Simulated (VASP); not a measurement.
**Cu: single point with PBE**

Cu:

```xyz
5
Lattice="5.7318 0.0000 0.0081 0.0000 5.7318 -0.0024 -1.7170 -0.5740 1.8154" Properties=species:S:1:pos:R:3 pbc="T T T"
Cu    0.0000    0.0000    0.0000
Cu    1.1464    2.2927    0.0006
Cu    2.2927    4.5854    0.0013
Cu    3.4391    1.1464    0.0044
Cu    4.5854    3.4391    0.0050
```

```yaml
Program: VASP 6.6.1
Task: single point
Functional: PBE
Potentials_or_basis: VASP PAW PBE potentials, release 64 (Cu)
Cutoff: 520 eV
k_mesh: 6 × 6 × 19
Occupations: gaussian, width 0.1 eV
Spin: no spin polarisation
```

```
Pressure : 0.6 GPa
```

Stress tensor (GPa, compression positive):
```
 0.61  0.04 -0.01
 0.04  0.67 -0.01
-0.01 -0.01  0.40
```

Levels at points of the mesh, in eV from the Fermi level:
```
           k point  band 24  band 25  band 26  band 27  band 28  band 29  band 30  band 31
(0.00, 0.00, 0.00)    -1.80    -1.70    -1.70    -1.18    -1.18     1.39     1.39     4.52
(0.50, 0.00, 0.00)    -1.70    -1.70    -1.67    -1.66    -1.08    -1.08    -1.01     3.66
(0.00, 0.50, 0.00)    -1.75    -1.75    -1.67    -1.66    -1.03     3.63     3.66     3.66
(0.50, 0.50, 0.00)    -1.94    -1.68    -1.53    -1.52    -1.49    -1.49     1.49     7.02
```

It took 14 min on 1 thread of Intel Xeon 6975P-C, on a shared host, peak memory 0.6 GiB.
